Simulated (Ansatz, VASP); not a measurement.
# Ti: VASP beside Ansatz

Contents of INCAR:

```
SYSTEM = Ti
PREC = Accurate ; ENCUT = 520
EDIFF = 1E-6 ; ISMEAR = 0
SIGMA = 0.15 ; LREAL = .False.
LASPH = .True. ; NELM = 80
ALGO = Fast ; ISIF = 2
LWAVE = .False. ; LCHARG = .True.
GGA = PS ; LELF = .True.
LVHAR = .True. ; NBANDS = 19
```

Contents of KPOINTS:

```
regular mesh
0
Gamma
  12 12 8
  0 0 0
```

The input POSCAR:

```
Ti
1.0
    2.9226523258      0.0570325821      0.0553030331
   -1.4119344980      2.4975249946      0.0536612693
    0.0875371036      0.1486180062      4.5689303628
Ti
2
Direct
    0.3396413827      0.6684802533      0.2535127412
    0.6603586173      0.3315197467      0.7464872588
```

Input for Ansatz:

```yaml
crystal:
  lattice:
    - [2.9226523258, 0.0570325821, 0.0553030331]
    - [-1.411934498, 2.4975249946, 0.0536612693]
    - [0.0875371036, 0.1486180062, 4.5689303628]
  atoms:
    - { symbol: Ti, position: [0.3396413827, 0.6684802533, 0.2535127412] }
    - { symbol: Ti, position: [0.6603586173, 0.3315197467, 0.7464872588] }
basis:
  ecutwfc: 420
kpoints:
  mp_grid: { grid: [12, 12, 8] }
hamiltonian:
  xc: pbesol
scf:
  occupations: { method: gaussian, width: 0.15 }
output:
  forces: true
  stress: true
  eigenvalues: true
```

Change from the starting cell: all atoms moved at random, sigma 0.02 Å a component, cell strained at random, sigma 0.03.

Alike in both runs: task single point; functional PBEsol; k mesh 12 × 12 × 8; occupations gaussian, width 0.15 eV; no spin polarisation.

|  | VASP | Ansatz |
| --- | --- | --- |
| version | VASP 6.6.1 | Ansatz 0.2.0 |
| potentials or method | VASP PAW PBE potentials, release 64 (Ti_sv), cutoff 520 eV | scalar-relativistic, plane waves, PAW |
| valence electrons in the cell | 24 | 24 |

```csv
,VASP,Ansatz,Ansatz less VASP
gap on the k mesh at the Fermi level (eV),none,none,-
pressure (GPa),-1.1,-0.7,+0.42
"traceless stress, the component that is largest in VASP (GPa)",-2.37,-2.40,-0.030
rms of the force components (eV/Å),0.093,0.094,+0.0011
```

VASP's potentials were made for PBE, not for PBEsol. Atom by atom the forces differ by 0.001 eV/Å (rms over components). A gap of «none» marks a metal or a gap that the smearing closes.
